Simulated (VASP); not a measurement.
A run of VASP 6.6.1 is set up as follows.

Contents of INCAR:

```
SYSTEM = Bi
PREC     = Accurate       ! precision mode
ENCUT    = 520            ! plane-wave cutoff, eV
EDIFF    = 1E-7           ! SCF threshold, eV
ISMEAR   = 0              ! smearing method
SIGMA    = 0.1            ! smearing width, eV
LREAL    = .False.        ! projectors in reciprocal space
LASPH    = .True.         ! aspherical terms in the spheres
NELM     = 100            ! most SCF steps
ALGO     = Normal         ! electronic algorithm
ISIF     = 2              ! what is computed and relaxed
LWAVE    = .False.        ! write WAVECAR
LCHARG   = .False.        ! write CHGCAR
GGA      = PS             ! functional
NBANDS   = 38             ! bands
```

Contents of KPOINTS:

```
Automatic mesh
0
Gamma
  6 6 4
  0 0 0
```

Contents of POSCAR:

```
Bi
1.0
    5.2931793225      0.0000000000      0.0000000000
   -2.6465896612      4.5840277601      0.0000000000
    0.0000000000      0.0000000000      6.4323450641
Bi
4
Direct
    0.0000000000      0.0000000000      0.2500000000
    0.0000000000      0.0000000000      0.7500000000
    0.3333333333      0.6666666667      0.7500000000
    0.6666666667      0.3333333333      0.2500000000
```

Potentials or basis: VASP PAW PBE potentials, release 64 (Bi_d).

Command:

```console
$ cat potpaw_PBE.64/Bi_d/POTCAR > POTCAR
$ mpirun -np 1 vasp_std > vasp.out
```

Task: Estimate the pressure.

Result: 0.1 GPa.

Task: Estimate the band gap on the k mesh.

Result: Zero (band 30 reaches 5.37 eV, above the bottom of band 31 at 4.98 eV).

Stress tensor (GPa, compression positive):
```
0.09 0.00 0.00
0.00 0.09 0.00
0.00 0.00 0.01
```

Caveat: the PAW data sets were made with another functional, which shifts forces and pressure a little; spin-orbit coupling is left out, which moves the levels of the heavy elements.
